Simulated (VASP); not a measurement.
# Cu (P6/mmm) in VASP: a series of runs, part 3 of 3

VASP 6.6.1. Earlier steps stand in the parts before.

## (5) Single point, BLYP (13.46 Å³/atom)

This run uses another cell than the first one, of 13.46 Å³/atom.

File INCAR:

```
SYSTEM = Cu
PREC = Accurate ; ENCUT = 520
EDIFF = 1E-6 ; ISMEAR = -1
SIGMA = 0.1 ; LREAL = .False.
LASPH = .True. ; NELM = 80
ALGO = Normal ; ISIF = 2
LWAVE = .False. ; LCHARG = .False.
GGA = B5 ; ALDAX = 1.0
AGGAX = 1.0 ; AGGAC = 1.0
ALDAC = 0.0 ; NBANDS = 24
```

File KPOINTS:

```
Automatic mesh
0
Gamma
  10 10 14
  0 0 0
```

File POSCAR:

```
Cu
1.0
    4.2664459668      0.0000000000      0.0000000000
   -2.1332229834      3.6948505912      0.0000000000
    0.0000000000      0.0000000000      2.5615438289
Cu
3
Direct
    1.0000000000      1.0000000000      0.0000000000
    0.3333333333      0.6666666667      0.5000000000
    0.6666666667      0.3333333333      0.5000000000
```

Potentials or basis: VASP PAW PBE potentials, release 64 (Cu).

Started as:

```console
$ cat potpaw_PBE.64/Cu/POTCAR > POTCAR
$ mpirun -np 1 vasp_std > vasp.out
```

OUTCAR:

```text
SYSTEM = Cu
   PREC = Accurate
   ENCUT = 520
   EDIFF = 1E-6
   ISMEAR = -1
   LREAL = .False.
   LASPH = .True.
   NELM = 80
   ISIF = 2
   GGA = B5

 ion  position               nearest neighbor table
   1  0.000  0.000  0.000-   2 2.78   3 2.78   2 2.78   3 2.78   3 2.78   3 2.78   2 2.78   2 2.78
                             3 2.78   3 2.78   2 2.78   2 2.78
   2  0.333  0.667  0.500-   3 2.46   3 2.46   3 2.46   1 2.78   1 2.78   1 2.78   1 2.78   1 2.78
                             1 2.78
   3  0.667  0.333  0.500-   2 2.46   2 2.46   2 2.46   1 2.78   1 2.78   1 2.78   1 2.78   1 2.78
                             1 2.78

  LATTYP: Found a hexagonal cell.
 ALAT       =     4.2664459668
 C/A-ratio  =     0.6003928911

  Lattice vectors:

 A1 = (   4.2664459668,   0.0000000000,   0.0000000000)
 A2 = (  -2.1332229834,   3.6948505912,   0.0000000000)
 A3 = (   0.0000000000,   0.0000000000,   2.5615438289)

Analysis of symmetry for initial positions (statically):
=====================================================================
 Subroutine PRICEL returns:
 Original cell was already a primitive cell.

 Routine SETGRP: Setting up the symmetry group for a
 hexagonal supercell.

 Subroutine GETGRP returns: Found 24 space group operations
 (whereof 24 operations were pure point group operations)
 out of a pool of 24 trial point group operations.

The static configuration has the point symmetry D_6h.

Analysis of symmetry for dynamics (positions and initial velocities):
=====================================================================
 Subroutine PRICEL returns:
 Original cell was already a primitive cell.

 Routine SETGRP: Setting up the symmetry group for a
 hexagonal supercell.

 Subroutine GETGRP returns: Found 24 space group operations
 (whereof 24 operations were pure point group operations)
 out of a pool of 24 trial point group operations.
[... 118 lines left out ...]
   ISMEAR =    -1;   SIGMA  =   0.10  broadening in eV -4-tet -1-fermi 0-gaus
   EFERMI_NEDOS =   21; number of points for ismear=-14 and -15
   IALGO  =     38    algorithm
   IMIX   =      4    mixing-type and parameters
     AMIX     =   0.40;   BMIX     =  1.00
     AMIX_MAG =   1.60;   BMIX_MAG =  1.00
  volume/ion in A,a.u.               =      13.46        90.83
  Fermi-wavevector in a.u.,A,eV,Ry     =   1.530586  2.892389 31.874295  2.342695
  Thomas-Fermi vector in A             =   2.638049
   LORBIT       =      0    0 simple, 1 ext, 2 COOP (PROOUT), +10 PAW based schemes
   GGA     = B5    functional components
   LHFCALC =     F    Hartree Fock is set to
   AEXX    =    0.0000 exact exchange contribution
   IVDW    =     0    specifies the selected vdW correction
   LEPSILON=     F    determine dielectric tensor
   LRPA    =     F    only Hartree local field effects (RPA)
 non-spin polarized calculation
  energy-cutoff  :      520.00
  volume of cell :       40.38
 maximum number of plane-waves:      1101
 NGX is ok and might be reduce to    32
   NGX = 15   NGY = 15   NGZ =  9

 number of electron      32.9999978 magnetization

 Free energy of the ion-electron system (eV)
  ---------------------------------------------------
  ext. energy  EPLUGINS =         0.00000000
  ---------------------------------------------------
  free energy    TOTEN  =        -8.76264473 eV

  energy without entropy =       -8.73160707  energy(sigma->0) =       -8.74712590

 E-fermi :   6.5786     XC(G=0): -11.4186

 val. band max:        6.5706256884   @ k =   0.2000   0.2000   0.1429
 cond. band min:       6.5869593310   @ k =   0.4000   0.2000   0.2143
 fundamental gap:      0.0163336426
 Fermi energy:         6.5786065747

 k-point     1 :       0.0000    0.0000    0.0000
  band No.  band energies     occupation
      1      -1.7771      2.00000
      2       2.5466      2.00000
      3       3.2992      2.00000
      4       3.3441      2.00000
      5       3.3441      2.00000
      6       3.4020      2.00000
[... 637 lines left out ...]
     23      21.6997      0.00000
     24      22.0748      0.00000

 [... further k-points ...]

------------------------ aborting loop because EDIFF is reached ----------------------------------------

  FORCE on cell =-STRESS in cart. coord.  units (eV):
  Direction    XX          YY          ZZ          XY          YZ          ZX
  --------------------------------------------------------------------------------------
  -------------------------------------------------------------------------------------
  Total       -0.8014489     -0.8014489     -0.8608064      0.0000000      0.0000000      0.0000000
  in kB      -31.7995870    -31.7995870    -34.1547518      0.0000000      0.0000000      0.0000000
  external PRESSURE =     -32.5846419 kB  Pullay stress =       0.0000000 kB

 VOLUME and BASIS-vectors are now :
 -----------------------------------------------------------------------------
  energy-cutoff  :      520.00
  volume of cell :       40.38
      direct lattice vectors                 reciprocal lattice vectors
     4.266445967  0.000000000  0.000000000     0.234387124  0.135323469  0.000000000
    -2.133222983  3.694850591  0.000000000     0.000000000  0.270646938  0.000000000
     0.000000000  0.000000000  2.561543829     0.000000000  0.000000000  0.390389572

 POSITION                                       TOTAL-FORCE (eV/Angst)
 -----------------------------------------------------------------------------------
      0.00000      0.00000      0.00000         0.000000      0.000000      0.000000
     -0.00000      2.46323      1.28077         0.000000      0.000000      0.000000
      2.13322      1.23162      1.28077        -0.000000     -0.000000      0.000000
 -----------------------------------------------------------------------------------
    total drift:                               -0.000000      0.000000      0.000000

  FREE ENERGIE OF THE ION-ELECTRON SYSTEM (eV)
  ---------------------------------------------------
  free  energy   TOTEN  =        -8.7626447337 eV

  energy  without entropy=       -8.7316070703  energy(sigma->0) =       -8.74712590
```

OSZICAR:

```text
N       E                     dE             d eps       ncg     rms          rms(c)
DAV:   1     0.226624011722E+03    0.22662E+03   -0.14757E+04  5640   0.231E+03
DAV:   2     0.499811438714E+01   -0.22163E+03   -0.21016E+03  5376   0.341E+02
DAV:   3    -0.107757724926E+02   -0.15774E+02   -0.14449E+02  6392   0.132E+02
DAV:   4    -0.110179383720E+02   -0.24217E+00   -0.24201E+00  6344   0.202E+01
DAV:   5    -0.110211842163E+02   -0.32458E-02   -0.32458E-02  7592   0.195E+00    0.122E+01
DAV:   6    -0.993678998043E+01    0.10844E+01   -0.20272E+01  5808   0.104E+02    0.715E+00
DAV:   7    -0.877930626057E+01    0.11575E+01   -0.42776E+00  6408   0.488E+01    0.574E-01
DAV:   8    -0.877654174101E+01    0.27645E-02   -0.13272E-01  7424   0.125E+01    0.765E-01
DAV:   9    -0.876808326055E+01    0.84585E-02   -0.22491E-02  6984   0.698E+00    0.562E-01
DAV:  10    -0.876273839137E+01    0.53449E-02   -0.10002E-02  7104   0.200E+00    0.969E-02
DAV:  11    -0.876264828277E+01    0.90109E-04   -0.72942E-04  8064   0.492E-01    0.265E-02
DAV:  12    -0.876264820774E+01    0.75028E-07   -0.76521E-05  7816   0.187E-01    0.122E-02
DAV:  13    -0.876264647940E+01    0.17283E-05   -0.71171E-06  6368   0.760E-02    0.614E-03
DAV:  14    -0.876264486363E+01    0.16158E-05   -0.13792E-06  4216   0.262E-02    0.316E-04
DAV:  15    -0.876264473369E+01    0.12994E-06   -0.30790E-07  3784   0.738E-03
   1 F= -.87626447E+01 E0= -.87471259E+01  d E =-.310377E-01
```

stdout:

```text
POSCAR found type information on POSCAR Cu
 POSCAR found :  1 types and       3 ions
 scaLAPACK will be used
 -----------------------------------------------------------------------------
|                                                                             |
|                                                                             |
|     You enforced a specific xc type in the INCAR file but a different       |
|     I HOPE YOU KNOW WHAT YOU ARE DOING!                                     |
|                                                                             |
 -----------------------------------------------------------------------------

 LDA part: xc-table for (Slater(with rela. corr.)+VWN5), standard interpolation
 POSCAR, INCAR and KPOINTS ok, starting setup
 FFT: planning ... GRIDC
 FFT: planning ... GRID_SOFT
 FFT: planning ... GRID
 WAVECAR not read
 entering main loop
```

Wall time 3.4 min (1 thread of AMD EPYC 7R13, shared host); peak memory 0.18 GiB.

Results:

* Free energy: -8.7626 eV
* Pressure: -3.3 GPa
* Band gap on the k mesh: zero (an odd number of electrons rules out a gap without spin polarisation)

Caveat: the cell stands under tension; the PAW data sets were made with another functional, which shifts forces and pressure a little.

## (6) Single point, BLYP (13.98 Å³/atom)

This run uses another cell than the first one, of 13.98 Å³/atom.

File INCAR:

```
SYSTEM = Cu
PREC     = Accurate       ! precision mode
ENCUT    = 520            ! plane-wave cutoff, eV
EDIFF    = 1E-6           ! SCF threshold, eV
ISMEAR   = -1             ! smearing method
SIGMA    = 0.1            ! smearing width, eV
LREAL    = .False.        ! projectors in reciprocal space
LASPH    = .True.         ! aspherical terms in the spheres
NELM     = 80             ! most SCF steps
ALGO     = Normal         ! electronic algorithm
ISIF     = 2              ! what is computed and relaxed
LWAVE    = .False.        ! write WAVECAR
LCHARG   = .False.        ! write CHGCAR
GGA      = B5             ! functional
ALDAX    = 1.0          
AGGAX    = 1.0          
AGGAC    = 1.0          
ALDAC    = 0.0          
NBANDS   = 24             ! bands
```

KPOINTS is that of step 5.

File POSCAR:

```
Cu
1.0
    4.3204573458      0.0000000000      0.0000000000
   -2.1602286729      3.7416258174      0.0000000000
    0.0000000000      0.0000000000      2.5939718768
Cu
3
Direct
    1.0000000000      1.0000000000      0.0000000000
    0.3333333333      0.6666666667      0.5000000000
    0.6666666667      0.3333333333      0.5000000000
```

Potentials or basis: VASP PAW PBE potentials, release 64 (Cu).

Started as:

```console
$ cat potpaw_PBE.64/Cu/POTCAR > POTCAR
$ mpirun -np 1 vasp_std > vasp.out
```

It took 3.6 min on 1 thread of AMD EPYC 7R13, shared host; peak memory 0.18 GiB.

Results (log left out):

* Free energy: -8.7159 eV
* Pressure: -6.3 GPa
* Band gap on the k mesh: zero (an odd number of electrons rules out a gap without spin polarisation)

Stress tensor (GPa, compression positive):
```
-6.27  0.00  0.00
 0.00 -6.27  0.00
 0.00  0.00 -6.38
```

Levels at points of the mesh, in eV from the Fermi level:
| k point | band 12 | band 13 | band 14 | band 15 | band 16 | band 17 | band 18 | band 19 | band 20 | band 21 |
| --- | --- | --- | --- | --- | --- | --- | --- | --- | --- | --- |
| (0.00, 0.00, 0.00) | -2.21 | -2.17 | -2.17 | -1.57 | -1.57 | 4.24 | 4.24 | 4.25 | 4.25 | 4.92 |
| (0.50, 0.00, 0.00) | -1.84 | -1.75 | -1.74 | -1.72 | -1.60 | -1.53 | -0.14 | 3.28 | 12.35 | 12.37 |
| (0.00, 0.00, 0.50) | -1.79 | -1.67 | -1.67 | -1.33 | -0.33 | 0.11 | 7.47 | 7.79 | 7.79 | 8.67 |
| (0.50, 0.00, 0.50) | -1.83 | -1.76 | -1.57 | -1.44 | 0.63 | 0.97 | 2.89 | 3.03 | 6.22 | 6.69 |

Caveat: the cell stands under tension; the PAW data sets were made with another functional, which shifts forces and pressure a little.

## (7) Summary

| cell | gap on the mesh (eV) | pressure (GPa) |
| --- | --- | --- |
| a = 4.096, b = 4.096, c = 2.459 Å, angles 90.0, 90.0, 120.0°, 3 atoms | none | 12.0 |
| a = 4.154, b = 4.154, c = 2.494 Å, angles 90.0, 90.0, 120.0°, 3 atoms | none | 5.6 |
| a = 4.211, b = 4.211, c = 2.528 Å, angles 90.0, 90.0, 120.0°, 3 atoms | none | 0.6 |
| a = 4.266, b = 4.266, c = 2.562 Å, angles 90.0, 90.0, 120.0°, 3 atoms | none | -3.3 |
| a = 4.320, b = 4.320, c = 2.594 Å, angles 90.0, 90.0, 120.0°, 3 atoms | none | -6.3 |

Alike in all rows: task single point; level BLYP; potentials or basis VASP PAW PBE potentials, release 64 (Cu); no spin polarisation; k mesh 10 × 10 × 14; cutoff (eV) 520; smearing fermi-dirac 0.1 eV.

Caveats: the PAW data sets were made with another functional, which shifts forces and pressure a little; the cell stands under pressure (at least some runs); the cell stands under tension (at least some runs).

Total energies depend on the potentials used, so only differences within one code and one set of settings carry meaning.

The gap in the log of VASP goes by the Fermi energy; the results here count the filled bands.